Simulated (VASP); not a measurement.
Set up this calculation in VASP 6.6.1, as the native input.

| Quantity | Value |
| --- | --- |
| Task | single point |
| Functional | PBE |
| Potentials or basis | VASP PAW PBE potentials, release 64 (Mn_pv) |
| Cutoff | 520 eV |
| k mesh | 19 × 19 × 19 |
| Occupations | fermi-dirac, width 0.0612256 eV |
| Spin | no spin polarisation |
| Dipole correction | no |
| Further INCAR settings | ALGO = Normal; EDIFF = 1e-07; NBANDS = 12 |

The structure of Mn lies in POSCAR:

```
Mn
1.0
   -1.3919029982      1.3919029982      1.3919029982
    1.3919029982     -1.3919029982      1.3919029982
    1.3919029982      1.3919029982     -1.3919029982
Mn
1
Direct
    0.0000000000      0.0000000000      0.0000000000
```

One way to write it, as run:

INCAR

```
SYSTEM = Mn
PREC = Accurate
ENCUT = 520
EDIFF = 1E-7
ISMEAR = -1
SIGMA = 0.06122561905347299
LREAL = .False.
LASPH = .True.
NELM = 60
ALGO = Normal
ISIF = 2
LWAVE = .False.
LCHARG = .True.
GGA = PE
LELF = .True.
LVHAR = .True.
NBANDS = 12
```

KPOINTS

```
regular mesh
0
Gamma
  19 19 19
  0 0 0
```

Potentials or basis: VASP PAW PBE potentials, release 64 (Mn_pv).

The run is started by

```console
$ cat potpaw_PBE.64/Mn_pv/POTCAR > POTCAR
$ mpirun -np 1 vasp_std > vasp.out
```

It gave:

The pressure is -0.2 GPa.

Caveat: the run has no spin polarisation, though such a crystal can be magnetic.

Wall time 16 s on 1 thread of Intel Xeon 6975P-C, on a shared host, peak memory 0.14 GiB.
